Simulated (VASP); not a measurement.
# WS2 in VASP: further runs

WS2 is run at these levels: LDA; tasks: single point.

Everything below comes from runs of VASP 6.6.1. Logs are shortened: lines on timing, memory, paths and dates and some standing lists are left out, and cuts for length are marked.

## Step 1: The cell of the first run

The cell holds a slab with vacuum, 3 atoms: a = 3.162 Å, b = 3.162 Å, c = 16.837 Å, α = 90.00°, β = 90.00°, γ = 120.00°.

## Step 2: Single point, LDA

The input, INCAR:

```
ALGO = Normal
EDIFF = 1E-6
ENCUT = 520
GGA = CA
ISIF = 2
ISMEAR = -1
LASPH = T
LCHARG = F
LREAL = F
LWAVE = F
NBANDS = 20
NELM = 100
PREC = Accurate
SIGMA = 0.05
```

The input, KPOINTS:

```
k-points
0
Gamma
  10 10 2
```

The input, POSCAR:

```
WS2
1.0
    3.1621498298      0.0000000000      0.0000000000
   -1.5810749149      2.7385020831      0.0000000000
    0.0000000000      0.0000000000     16.8368121945
W S
1 2
Direct
    0.0000000000      0.0000000000      0.0000000000
    0.3333333333      0.6666666667      0.0920005100
    0.3333333333      0.6666666667      0.9079994900
```

Potentials or basis: VASP PAW LDA potentials, release 64 (W_sv, S).

The run is started by

```
> cat potpaw_LDA.64/W_sv/POTCAR potpaw_LDA.64/S/POTCAR > POTCAR
> mpirun -np 1 vasp_std > vasp.out
```

OUTCAR:

```text
EDIFF = 1E-6
   ENCUT = 520
   GGA = CA
   ISIF = 2
   ISMEAR = -1
   LASPH = T
   LREAL = F
   NELM = 100
   PREC = Accurate

 ion  position               nearest neighbor table
   1  0.000  0.000  0.000-   2 2.39   3 2.39   2 2.39   3 2.39   2 2.39   3 2.39
   2  0.333  0.667  0.092-   1 2.39   1 2.39   1 2.39
   3  0.333  0.667  0.908-   1 2.39   1 2.39   1 2.39

  LATTYP: Found a hexagonal cell.
 ALAT       =     3.1621498298
 C/A-ratio  =     5.3244827414

  Lattice vectors:

 A1 = (   3.1621498298,   0.0000000000,   0.0000000000)
 A2 = (  -1.5810749149,   2.7385020831,   0.0000000000)
 A3 = (   0.0000000000,   0.0000000000,  16.8368121945)

Analysis of symmetry for initial positions (statically):
=====================================================================
 Subroutine PRICEL returns:
 Original cell was already a primitive cell.

 Routine SETGRP: Setting up the symmetry group for a
 hexagonal supercell.

 Subroutine GETGRP returns: Found 12 space group operations
 (whereof 12 operations were pure point group operations)
 out of a pool of 24 trial point group operations.

The static configuration has the point symmetry D_3h.

Analysis of symmetry for dynamics (positions and initial velocities):
=====================================================================
 Subroutine PRICEL returns:
 Original cell was already a primitive cell.

 Routine SETGRP: Setting up the symmetry group for a
 hexagonal supercell.

 Subroutine GETGRP returns: Found 12 space group operations
 (whereof 12 operations were pure point group operations)
 out of a pool of 24 trial point group operations.

The dynamic configuration has the point symmetry D_3h.

 Subroutine INISYM returns: Found 12 space group operations
 (whereof 12 operations are pure point group operations),
 and found     1 'primitive' translations

----------------------------------------------------------------------------------------

                                     Primitive cell

  volume of cell :     145.7993

  direct lattice vectors                    reciprocal lattice vectors
     3.162149830  0.000000000  0.000000000     0.316240550  0.182581566  0.000000000
    -1.581074915  2.738502083  0.000000000     0.000000000  0.365163133  0.000000000
     0.000000000  0.000000000 16.836812194     0.000000000  0.000000000  0.059393666

  length of vectors
     3.162149830  3.162149830 16.836812194     0.365163133  0.365163133  0.059393666

  position of ions in fractional coordinates (direct lattice)
     0.000000000  0.000000000  0.000000000
     0.333333333  0.666666667  0.092000510
     0.333333333  0.666666667  0.907999490

  ion indices of the primitive-cell ions
   primitive index   ion index
                 1           1
                 2           2
                 3           3

----------------------------------------------------------------------------------------

 KPOINTS: k-points

Automatic generation of k-mesh.
 Grid dimensions read from file:
 generate k-points for:   10   10    2

 Generating k-lattice:

  Cartesian coordinates                     Fractional coordinates (reciprocal lattice)
     0.031624055  0.018258157  0.000000000     0.100000000  0.000000000  0.000000000
     0.000000000  0.036516313  0.000000000     0.000000000  0.100000000  0.000000000
     0.000000000  0.000000000  0.029696833     0.000000000  0.000000000  0.500000000

  Length of vectors
     0.036516313  0.036516313  0.029696833

  Shift w.r.t. Gamma in fractional coordinates (k-lattice)
     0.000000000  0.000000000  0.000000000

 Subroutine IBZKPT returns following result:
 ===========================================

 Found     28 irreducible k-points:

 Following reciprocal coordinates:
            Coordinates               Weight
  0.000000  0.000000  0.000000      1.000000
  0.100000  0.000000  0.000000      6.000000
  0.200000  0.000000  0.000000      6.000000
  0.300000 -0.000000  0.000000      6.000000
  0.400000 -0.000000  0.000000      6.000000
  0.500000 -0.000000  0.000000      3.000000
[... 16 lines left out ...]
  0.300000  0.100000  0.500000     12.000000
  0.400000  0.100000  0.500000     12.000000
 [... further k-points ...]
   k-points           NKPTS =     28   k-points in BZ     NKDIM =     28   number of bands    NBANDS=     20
   number of dos      NEDOS =    301   number of ions     NIONS =      3
   total plane-waves  NPLWV =  72576
   dimension x,y,z NGX =    24 NGY =   24 NGZ =  126
   dimension x,y,z NGXF=    48 NGYF=   48 NGZF=  252
   ions per type =               1   2
   NGX,Y,Z   is equivalent  to a cutoff of  12.62, 12.62, 12.44 a.u.
   NGXF,Y,Z  is equivalent  to a cutoff of  25.24, 25.24, 24.88 a.u.
 SYSTEM =  unknown system
   PREC   = accura    normal or accurate (medium, high low for compatibility)
   ISTART =      0    job   : 0-new  1-cont  2-samecut
   ICHARG =      2    charge: 1-file 2-atom 10-const
   ISPIN  =      1    spin polarized calculation?
   LNONCOLLINEAR =      F non collinear calculations
   LSORBIT =      F    spin-orbit coupling
   LASPH  =      T    aspherical Exc in radial PAW
   ENCUT  =  520.0 eV  38.22 Ry    6.18 a.u.   5.88  5.88 31.31*2*pi/ulx,y,z
   NELM   =    100;   NELMIN=  2; NELMDL= -5     # of ELM steps
   EDIFF  = 0.1E-05   stopping-criterion for ELM
   LREAL  =      F    real-space projection
[... 7 lines left out ...]
   TEBEG  =    0.0;   TEEND  =   0.0 temperature during run
   PSTRESS=    0.0 pullay stress
   NELECT =      26.0000    total number of electrons
   NUPDOWN=      -1.0000    fix difference up-down
   EMIN   =  10.00;   EMAX   =-10.00  energy-range for DOS
   EFERMI =   0.00;   METHOD = LEGACY
   ISMEAR =    -1;   SIGMA  =   0.05  broadening in eV -4-tet -1-fermi 0-gaus
   EFERMI_NEDOS =   21; number of points for ismear=-14 and -15
   IALGO  =     38    algorithm
   IMIX   =      4    mixing-type and parameters
     AMIX     =   0.40;   BMIX     =  1.00
     AMIX_MAG =   1.60;   BMIX_MAG =  1.00
  volume/ion in A,a.u.               =      48.60       327.97
  Fermi-wavevector in a.u.,A,eV,Ry     =   0.921469  1.741324 11.552781  0.849105
  Thomas-Fermi vector in A             =   2.046889
   LORBIT       =      0    0 simple, 1 ext, 2 COOP (PROOUT), +10 PAW based schemes
   GGA     = CA    functional components
   LHFCALC =     F    Hartree Fock is set to
   AEXX    =    0.0000 exact exchange contribution
   IVDW    =     0    specifies the selected vdW correction
   LEPSILON=     F    determine dielectric tensor
   LRPA    =     F    only Hartree local field effects (RPA)
 non-spin polarized calculation
  energy-cutoff  :      520.00
  volume of cell :      145.80
 maximum number of plane-waves:      3958
 NGX is ok and might be reduce to    24
   NGX = 11   NGY = 11   NGZ = 63

 number of electron      25.9999997 magnetization

 Free energy of the ion-electron system (eV)
  ---------------------------------------------------
  ext. energy  EPLUGINS =         0.00000000
  ---------------------------------------------------
  free energy    TOTEN  =       -26.14169920 eV

  energy without entropy =      -26.14169920  energy(sigma->0) =      -26.14169920

 E-fermi :  -0.3732     XC(G=0):  -4.6874

 val. band max:       -1.3747970900   @ k =   0.0000   0.0000   0.0000
 cond. band min:       0.6744621750   @ k =   0.3000   0.3000   0.0000
 fundamental gap:      2.0492592650
 Fermi energy:        -0.3731863474

 k-point     1 :       0.0000    0.0000    0.0000
  band No.  band energies     occupation
      1     -74.8499      2.00000
      2     -39.3831      2.00000
      3     -39.2046      2.00000
      4     -39.2046      2.00000
      5     -16.1487      2.00000
      6     -14.4009      2.00000
[... 12 lines left out ...]
     19       4.3490      0.00000
     20       4.3771      0.00000

 k-point     2 :       0.1000    0.0000    0.0000
  band No.  band energies     occupation
      1     -74.8481      2.00000
      2     -39.3766      2.00000
      3     -39.2406      2.00000
      4     -39.2129      2.00000
      5     -15.9777      2.00000
      6     -14.3421      2.00000
[... 12 lines left out ...]
     19       4.5454      0.00000
     20       4.8977      0.00000

 k-point     3 :       0.2000    0.0000    0.0000
  band No.  band energies     occupation
      1     -74.8433      2.00000
      2     -39.3595      2.00000
      3     -39.3341      2.00000
      4     -39.2347      2.00000
      5     -15.5026      2.00000
      6     -14.1797      2.00000
[... 12 lines left out ...]
     19       5.0933      0.00000
     20       5.9220      0.00000

 k-point     4 :       0.3000   -0.0000    0.0000
  band No.  band energies     occupation
      1     -74.8373      2.00000
      2     -39.4476      2.00000
      3     -39.3382      2.00000
      4     -39.2615      2.00000
      5     -14.8407      2.00000
      6     -13.9585      2.00000
[... 12 lines left out ...]
     19       5.8090      0.00000
     20       6.1768      0.00000

 k-point     5 :       0.4000   -0.0000    0.0000
  band No.  band energies     occupation
      1     -74.8325      2.00000
      2     -39.5378      2.00000
      3     -39.3209      2.00000
      4     -39.2830      2.00000
      5     -14.2094      2.00000
      6     -13.7582      2.00000
[... 12 lines left out ...]
     19       6.1631      0.00000
     20       6.3134      0.00000
[... 353 lines left out ...]
      6     -14.2311      2.00000
[... 12 lines left out ...]
     19       4.7978      0.00000
     20       6.1012      0.00000

 k-point    22 :       0.2000    0.1000    0.5000
  band No.  band energies     occupation
      1     -74.8394      2.00000
      2     -39.3999      2.00000
      3     -39.3456      2.00000
      4     -39.2612      2.00000
      5     -15.0818      2.00000
      6     -14.0359      2.00000
[... 12 lines left out ...]
     19       5.4608      0.00000
     20       6.7524      0.00000

 k-point    23 :       0.3000    0.1000    0.5000
  band No.  band energies     occupation
      1     -74.8340      2.00000
      2     -39.4951      2.00000
      3     -39.3263      2.00000
      4     -39.2920      2.00000
      5     -14.4212      2.00000
      6     -13.8165      2.00000
[... 12 lines left out ...]
     19       6.2716      0.00000
     20       6.2919      0.00000

 k-point    24 :       0.4000    0.1000    0.5000
  band No.  band energies     occupation
      1     -74.8307      2.00000
      2     -39.5531      2.00000
      3     -39.3143      2.00000
      4     -39.3109      2.00000
      5     -13.9430      2.00000
      6     -13.6648      2.00000
[... 12 lines left out ...]
     19       6.8838      0.00000
     20       6.9023      0.00000

 [... further k-points ...]
[... 5 lines left out ...]
  --------------------------------------------------------------------------------------
  -------------------------------------------------------------------------------------
  Total       -1.0794306     -1.0794306     -0.0080863      0.0000000     -0.0000000     -0.0000000
  in kB      -11.8617819    -11.8617819     -0.0888600      0.0000000     -0.0000000     -0.0000000
  external PRESSURE =      -7.9374746 kB  Pullay stress =       0.0000000 kB

 VOLUME and BASIS-vectors are now :
 -----------------------------------------------------------------------------
  energy-cutoff  :      520.00
  volume of cell :      145.80
      direct lattice vectors                 reciprocal lattice vectors
     3.162149830  0.000000000  0.000000000     0.316240550  0.182581566  0.000000000
    -1.581074915  2.738502083  0.000000000     0.000000000  0.365163133  0.000000000
     0.000000000  0.000000000 16.836812194     0.000000000  0.000000000  0.059393666

 POSITION                                       TOTAL-FORCE (eV/Angst)
 -----------------------------------------------------------------------------------
      0.00000      0.00000      0.00000         0.000000      0.000000      0.000000
     -0.00000      1.82567      1.54900        -0.000000     -0.000000      0.006661
     -0.00000      1.82567     15.28782         0.000000     -0.000000     -0.006661
 -----------------------------------------------------------------------------------
    total drift:                                0.000000     -0.000000     -0.000000

  FREE ENERGIE OF THE ION-ELECTRON SYSTEM (eV)
  ---------------------------------------------------
  free  energy   TOTEN  =       -26.1416991985 eV

  energy  without entropy=      -26.1416991983  energy(sigma->0) =      -26.14169920
```

It took 48 s on 1 thread of Intel Xeon 6975P-C (Granite Rapids), shared host; peak memory 0.24 GiB.

What came out:

```
Free energy            : -26.1417 eV
Largest force          : 0.007 eV/Å
Band gap on the k mesh : 2.05 eV (least direct gap 2.21 eV)
```

Forces on the atoms (eV/Å):
```
W    0.000  0.000  0.000
S    0.000  0.000  0.007
S    0.000  0.000 -0.007
```

Caveat: there is no dipole correction, which matters where the two faces differ; spin-orbit coupling is left out, which moves the levels of the heavy elements.

## Step 3: Single point, LDA

This run uses another cell than the first one.

The input, INCAR:

```
SYSTEM = WS2
ALGO = Normal
EDIFF = 1E-6
ENCUT = 520
GGA = CA
ISIF = 2
ISMEAR = -1
LASPH = .TRUE.
LCHARG = .TRUE.
LELF = .TRUE.
LREAL = .FALSE.
LVHAR = .TRUE.
LWAVE = .FALSE.
NBANDS = 20
NELM = 60
PREC = Accurate
SIGMA = 0.05
```

The input, KPOINTS:

```
k-points
0
G
  10 10 2
  0 0 0
```

The input, POSCAR:

```
WS2
1.0
    3.1835163552      0.0000000000      0.0000000000
   -1.5917581776      2.7570060369      0.0000000000
    0.0000000000      0.0000000000     16.9505778900
W S
1 2
Direct
    0.0000000000      0.0000000000      0.0000000000
    0.3333333333      0.6666666667      0.0920005100
    0.3333333333      0.6666666667      0.9079994900
```

Potentials or basis: VASP PAW LDA potentials, release 64 (W_sv, S).

The run is started by

```
> cat potpaw_LDA.64/W_sv/POTCAR potpaw_LDA.64/S/POTCAR > POTCAR
> mpirun -np 1 vasp_std > vasp.out
```

Run time: 52 s. Hardware: 1 thread of Intel Xeon 6975P-C (Granite Rapids), shared host; peak memory 0.25 GiB.

The run converged. Its results:

| Property | Result |
| --- | --- |
| Free energy | -26.1165 eV |
| Largest force | 0.358 eV/Å |
| Band gap on the k mesh | 1.99 eV (least direct gap 2.15 eV) |

Forces in eV/Å, atoms in the order of the input:
```
W    0.000  0.000  0.000
S    0.000  0.000 -0.358
S    0.000  0.000  0.358
```

Levels at points of the mesh, in eV from the valence-band top:
| k point | band 11 | band 12 | band 13 | band 14 | band 15 | band 16 |
| --- | --- | --- | --- | --- | --- | --- |
| (0.00, 0.00, 0.00) | -1.63 | -1.63 | 0.00 | 2.90 | 2.90 | 3.10 |
| (0.50, 0.00, 0.00) | -2.04 | -1.22 | -0.87 | 2.82 | 3.29 | 4.04 |
| (0.00, 0.00, 0.50) | -1.63 | -1.63 | 0.00 | 2.90 | 2.90 | 3.10 |
| (0.50, 0.00, 0.50) | -2.04 | -1.22 | -0.87 | 2.82 | 3.29 | 4.04 |

Caveat: there is no dipole correction, which matters where the two faces differ; spin-orbit coupling is left out, which moves the levels of the heavy elements.

(Part 1 of 2 ends here.)
